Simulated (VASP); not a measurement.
# MnO2 (P-3m1) in VASP: notebook, part 3 of 3

VASP 6.6.1. Earlier steps stand in the parts before.

## Step 4: Single point, PBEsol, collinear spin, ferromagnetic start (10.41 Å³/atom)

This run uses another cell than the first one, of 10.41 Å³/atom.

INCAR reads:

```
PREC = Accurate
ENCUT = 520
EDIFF = 1E-6
ISMEAR = -1
SIGMA = 0.05
LREAL = F
LASPH = T
NELM = 150
ALGO = Normal
ISIF = 2
LWAVE = F
LCHARG = F
ISPIN = 2
MAGMOM = 4 0 0
LORBIT = 11
LMAXMIX = 4
GGA = PS
NBANDS = 24
```

KPOINTS reads:

```
Automatic mesh
0
Gamma
  11 11 6
```

POSCAR reads:

```
MnO2
1.0
    2.8179710399      0.0000000000      0.0000000000
   -1.4089855200      2.4404345078      0.0000000000
    0.0000000000      0.0000000000      4.5391857050
Mn O
1 2
Direct
    0.0000000000      0.0000000000      0.5000000000
    0.3333333333      0.6666666667      0.7062925700
    0.6666666667      0.3333333333      0.2937074300
```

Potentials or basis: VASP PAW PBE potentials, release 64 (Mn_pv, O).

The run is started by

```
cat potpaw_PBE.64/Mn_pv/POTCAR potpaw_PBE.64/O/POTCAR > POTCAR
mpirun -np 1 vasp_std > vasp.out
```

OUTCAR:

```text
PREC = Accurate
   ENCUT = 520
   EDIFF = 1E-6
   ISMEAR = -1
   LREAL = F
   LASPH = T
   NELM = 150
   ISIF = 2
   ISPIN = 2
   LORBIT = 11
   GGA = PS

 ion  position               nearest neighbor table
   1  0.000  0.000  0.500-   2 1.88   3 1.88   3 1.88   2 1.88   3 1.88   2 1.88
   2  0.333  0.667  0.706-   1 1.88   1 1.88   1 1.88
   3  0.667  0.333  0.294-   1 1.88   1 1.88   1 1.88

  LATTYP: Found a hexagonal cell.
 ALAT       =     2.8179710399
 C/A-ratio  =     1.6107992739

  Lattice vectors:

 A1 = (   2.8179710399,   0.0000000000,   0.0000000000)
 A2 = (  -1.4089855200,   2.4404345078,   0.0000000000)
 A3 = (   0.0000000000,   0.0000000000,   4.5391857050)

Analysis of symmetry for initial positions (statically):
=====================================================================
 Subroutine PRICEL returns:
 Original cell was already a primitive cell.

 Routine SETGRP: Setting up the symmetry group for a
 hexagonal supercell.

 Subroutine GETGRP returns: Found 12 space group operations
 (whereof 12 operations were pure point group operations)
 out of a pool of 24 trial point group operations.

The static configuration has the point symmetry D_3d.

Analysis of symmetry for dynamics (positions and initial velocities):
=====================================================================
 Subroutine PRICEL returns:
 Original cell was already a primitive cell.

 Routine SETGRP: Setting up the symmetry group for a
 hexagonal supercell.

 Subroutine GETGRP returns: Found 12 space group operations
 (whereof 12 operations were pure point group operations)
 out of a pool of 24 trial point group operations.

The dynamic configuration has the point symmetry D_3d.

Analysis of structural, dynamic, and magnetic symmetry:
=====================================================================
 Subroutine PRICEL returns:
 Original cell was already a primitive cell.

 Routine SETGRP: Setting up the symmetry group for a
 hexagonal supercell.

 Subroutine GETGRP returns: Found 12 space group operations
 (whereof 12 operations were pure point group operations)
 out of a pool of 24 trial point group operations.

The overall configuration has the point symmetry D_3d.

 Subroutine INISYM returns: Found 12 space group operations
 (whereof 12 operations are pure point group operations),
 and found     1 'primitive' translations

----------------------------------------------------------------------------------------

                                     Primitive cell

  volume of cell :      31.2163

  direct lattice vectors                    reciprocal lattice vectors
     2.817971040  0.000000000  0.000000000     0.354865251  0.204881548  0.000000000
    -1.408985520  2.440434508  0.000000000     0.000000000  0.409763096  0.000000000
     0.000000000  0.000000000  4.539185705     0.000000000  0.000000000  0.220303831

  length of vectors
     2.817971040  2.817971040  4.539185705     0.409763096  0.409763096  0.220303831

  position of ions in fractional coordinates (direct lattice)
     0.000000000  0.000000000  0.500000000
     0.333333333  0.666666667  0.706292570
     0.666666667  0.333333333  0.293707430

  ion indices of the primitive-cell ions
[... 65 lines left out ...]
   NGXF,Y,Z  is equivalent  to a cutoff of  28.32, 28.32, 26.37 a.u.
 SYSTEM =  unknown system
   PREC   = accura    normal or accurate (medium, high low for compatibility)
   ISTART =      0    job   : 0-new  1-cont  2-samecut
   ICHARG =      2    charge: 1-file 2-atom 10-const
   ISPIN  =      2    spin polarized calculation?
   LNONCOLLINEAR =      F non collinear calculations
   LSORBIT =      F    spin-orbit coupling
   LASPH  =      T    aspherical Exc in radial PAW
   ENCUT  =  520.0 eV  38.22 Ry    6.18 a.u.   5.24  5.24  8.44*2*pi/ulx,y,z
   NELM   =    150;   NELMIN=  2; NELMDL= -5     # of ELM steps
   EDIFF  = 0.1E-05   stopping-criterion for ELM
   LREAL  =      F    real-space projection
   EDIFFG = 0.1E-04   stopping-criterion for IOM
   NSW    =      0    number of steps for IOM
   IBRION =     -1    ionic relax: 0-MD 1-quasi-New 2-CG
   NFREE  =      0    steps in history (QN), initial steepest desc. (CG)
   ISIF   =      2    stress and relaxation
   ISYM   =      2    0-nonsym 1-usesym 2-fastsym
   POTIM  = 0.5000    time-step for ionic-motion
   TEBEG  =    0.0;   TEEND  =   0.0 temperature during run
   PSTRESS=    0.0 pullay stress
   NELECT =      25.0000    total number of electrons
   NUPDOWN=      -1.0000    fix difference up-down
   EMIN   =  10.00;   EMAX   =-10.00  energy-range for DOS
   EFERMI =   0.00;   METHOD = LEGACY
   ISMEAR =    -1;   SIGMA  =   0.05  broadening in eV -4-tet -1-fermi 0-gaus
   EFERMI_NEDOS =   21; number of points for ismear=-14 and -15
   IALGO  =     38    algorithm
   IMIX   =      4    mixing-type and parameters
     AMIX     =   0.40;   BMIX     =  1.00
     AMIX_MAG =   1.60;   BMIX_MAG =  1.00
  volume/ion in A,a.u.               =      10.41        70.22
  Fermi-wavevector in a.u.,A,eV,Ry     =   1.520294  2.872939 31.447068  2.311294
  Thomas-Fermi vector in A             =   2.629164
   LORBIT       =     11    0 simple, 1 ext, 2 COOP (PROOUT), +10 PAW based schemes
   GGA     = PS    functional components
   LHFCALC =     F    Hartree Fock is set to
   AEXX    =    0.0000 exact exchange contribution
   IVDW    =     0    specifies the selected vdW correction
   LEPSILON=     F    determine dielectric tensor
   LRPA    =     F    only Hartree local field effects (RPA)
 spin polarized calculation
  energy-cutoff  :      520.00
  volume of cell :       31.22
 maximum number of plane-waves:       852
 NGX is ok and might be reduce to    24
   NGX = 11   NGY = 11   NGZ = 17

 number of electron      25.0000012 magnetization       2.9997332

 Free energy of the ion-electron system (eV)
  ---------------------------------------------------
  ext. energy  EPLUGINS =         0.00000000
  ---------------------------------------------------
  free energy    TOTEN  =       -25.02524372 eV

  energy without entropy =      -25.02517461  energy(sigma->0) =      -25.02520917

 E-fermi :   4.0298     XC(G=0): -11.2808

 val. band max:        3.7473253876   @ k =   0.0909  -0.0000   0.5000
 cond. band min:       4.2877932198   @ k =   0.0000   0.0000   0.5000
 fundamental gap:      0.5404678322
 Fermi energy:         4.0297508571

 spin component 1

 k-point     1 :       0.0000    0.0000    0.0000
  band No.  band energies     occupation
      1     -46.5534      1.00000
      2     -46.5534      1.00000
      3     -46.5392      1.00000
      4     -16.3386      1.00000
      5     -13.7856      1.00000
      6      -3.0404      1.00000
[... 637 lines left out ...]
     23      24.9049      0.00000
     24      27.1261      0.00000

 [... further k-points ...]

 spin component 2

 k-point     1 :       0.0000    0.0000    0.0000
  band No.  band energies     occupation
      1     -43.5595      1.00000
      2     -43.5595      1.00000
      3     -43.4022      1.00000
      4     -16.1343      1.00000
      5     -13.6225      1.00000
      6      -2.1910      1.00000
[... 637 lines left out ...]
     23      25.5869      0.00000
     24      27.3466      0.00000

 [... further k-points ...]
[... 5 lines left out ...]
  --------------------------------------------------------------------------------------
  -------------------------------------------------------------------------------------
  Total        1.6209554      1.6209554      1.2156286     -0.0000000     -0.0000000      0.0000000
  in kB       83.1955317     83.1955317     62.3921380     -0.0000000     -0.0000000      0.0000000
  external PRESSURE =      76.2610671 kB  Pullay stress =       0.0000000 kB

 VOLUME and BASIS-vectors are now :
 -----------------------------------------------------------------------------
  energy-cutoff  :      520.00
  volume of cell :       31.22
      direct lattice vectors                 reciprocal lattice vectors
     2.817971040  0.000000000  0.000000000     0.354865251  0.204881548  0.000000000
    -1.408985520  2.440434508  0.000000000     0.000000000  0.409763096  0.000000000
     0.000000000  0.000000000  4.539185705     0.000000000  0.000000000  0.220303831

 POSITION                                       TOTAL-FORCE (eV/Angst)
 -----------------------------------------------------------------------------------
      0.00000      0.00000      2.26959        -0.000000      0.000000      0.000000
     -0.00000      1.62696      3.20599        -0.000000      0.000000      0.544145
      1.40899      0.81348      1.33319         0.000000     -0.000000     -0.544145
 -----------------------------------------------------------------------------------
    total drift:                               -0.000000      0.000000      0.000000

  FREE ENERGIE OF THE ION-ELECTRON SYSTEM (eV)
  ---------------------------------------------------
  free  energy   TOTEN  =       -25.0252437177 eV

  energy  without entropy=      -25.0251746144  energy(sigma->0) =      -25.02520917

 total charge

# of ion       s       p       d       tot
------------------------------------------
    1        0.378   6.515   4.985  11.877
    2        1.578   3.422   0.000   5.000
    3        1.578   3.422   0.000   5.000
--------------------------------------------------
tot          3.534  13.359   4.985  21.877

 magnetization (x)

# of ion       s       p       d       tot
------------------------------------------
    1        0.031   0.042   2.726   2.798
    2        0.004   0.056   0.000   0.060
    3        0.004   0.056   0.000   0.060
--------------------------------------------------
tot          0.038   0.153   2.726   2.917
```

OSZICAR:

```text
N       E                     dE             d eps       ncg     rms          rms(c)
DAV:   1     0.245088914685E+03    0.24509E+03   -0.14104E+04  8112   0.121E+03
DAV:   2    -0.178415952958E+02   -0.26293E+03   -0.24677E+03  8840   0.365E+02
DAV:   3    -0.319541708384E+02   -0.14113E+02   -0.14037E+02  9344   0.912E+01
DAV:   4    -0.320751244094E+02   -0.12095E+00   -0.12094E+00  8888   0.884E+00
DAV:   5    -0.320763848479E+02   -0.12604E-02   -0.12604E-02  9768   0.864E-01    0.334E+01
DAV:   6    -0.302897580084E+02    0.17866E+01   -0.76212E+01  9672   0.752E+01    0.369E+01
DAV:   7    -0.261788492439E+02    0.41109E+01   -0.93490E+01  9352   0.759E+01    0.157E+01
DAV:   8    -0.251894193575E+02    0.98943E+00   -0.27281E+00  8776   0.157E+01    0.622E+00
DAV:   9    -0.250197759185E+02    0.16964E+00   -0.87297E-01 11088   0.902E+00    0.224E+00
DAV:  10    -0.250280338526E+02   -0.82579E-02   -0.87140E-02  8712   0.195E+00    0.120E+00
DAV:  11    -0.250251192457E+02    0.29146E-02   -0.67103E-03  8544   0.636E-01    0.407E-01
DAV:  12    -0.250253006410E+02   -0.18140E-03   -0.71347E-04  8384   0.262E-01    0.135E-01
DAV:  13    -0.250252354929E+02    0.65148E-04   -0.38617E-04  9392   0.214E-01    0.386E-02
DAV:  14    -0.250252416039E+02   -0.61110E-05   -0.77256E-05  9008   0.772E-02    0.253E-02
DAV:  15    -0.250252432072E+02   -0.16033E-05   -0.60369E-06  7728   0.250E-02    0.128E-02
DAV:  16    -0.250252437177E+02   -0.51056E-06   -0.30569E-06  6368   0.201E-02
   1 F= -.25025244E+02 E0= -.25025209E+02  d E =-.691033E-04  mag=     2.9998
```

stdout:

```text
POSCAR found type information on POSCAR MnO
 POSCAR found :  2 types and       3 ions
 scaLAPACK will be used
 -----------------------------------------------------------------------------
|                                                                             |
|                                                                             |
|     You enforced a specific xc type in the INCAR file but a different       |
|     I HOPE YOU KNOW WHAT YOU ARE DOING!                                     |
|                                                                             |
 -----------------------------------------------------------------------------

 LDA part: xc-table for (Slater+PW92), standard interpolation
 POSCAR, INCAR and KPOINTS ok, starting setup
 FFT: planning ... GRIDC
 FFT: planning ... GRID_SOFT
 FFT: planning ... GRID
 WAVECAR not read
 entering main loop
```

It took 94 s on 1 thread of AMD EPYC 9R45 (Zen 5), shared host; peak memory 0.2 GiB.

Results:

```yaml
Free_energy: -25.0252 eV
Pressure: 7.6 GPa
Largest_force: 0.544 eV/Å
Band_gap_on_the_k_mesh: 0.54 eV (least direct gap 0.59 eV)
Net_moment: 3.00 μB per cell
Site_moments: Mn +2.80; O +0.06 μB
Valence_electrons_inside_the_program's_atomic_spheres: Mn 11.88; O 5.00
```

Forces in eV/Å, atoms in the order of the input:
```
Mn   0.000  0.000  0.000
O    0.000  0.000  0.544
O    0.000  0.000 -0.544
```

Caveat: the cell stands under pressure; the PAW data sets were made with another functional, which shifts forces and pressure a little; an odd mesh through Γ misses points on the zone boundary, where band edges can lie; a cell with one magnetic atom can't hold antiferromagnetic order, which such compounds often take.

## Step 5: Overview

| level | potentials or basis | cell | gap on the mesh (eV) | pressure (GPa) | moment (μB) | largest force (eV/Å) |
| --- | --- | --- | --- | --- | --- | --- |
| LDA | VASP PAW LDA potentials, release 64 (Mn_pv, O) | a = 2.857, b = 2.857, c = 4.601 Å, angles 90.0, 90.0, 120.0°, 3 atoms | 0.31 | -7.8 | 3.00 | 0.46 |
| PBEsol | VASP PAW PBE potentials, release 64 (Mn_pv, O) | a = 2.798, b = 2.798, c = 4.507 Å, angles 90.0, 90.0, 120.0°, 3 atoms | 0.46 | 12.9 | 3.00 | 0.90 |
| PBEsol | VASP PAW PBE potentials, release 64 (Mn_pv, O) | a = 2.818, b = 2.818, c = 4.539 Å, angles 90.0, 90.0, 120.0°, 3 atoms | 0.54 | 7.6 | 3.00 | 0.54 |

Alike in all rows: task single point; spin collinear, ferromagnetic start; k mesh 11 × 11 × 6; cutoff (eV) 520; smearing fermi-dirac 0.05 eV.

Caveats: an odd mesh through Γ misses points on the zone boundary, where band edges can lie; a cell with one magnetic atom can't hold antiferromagnetic order, which such compounds often take; the cell stands under pressure (at least some runs); the PAW data sets were made with another functional, which shifts forces and pressure a little (at least some runs); the cell stands under tension (at least some runs).

Total energies depend on the potentials used, so only differences within one code and one set of settings carry meaning.
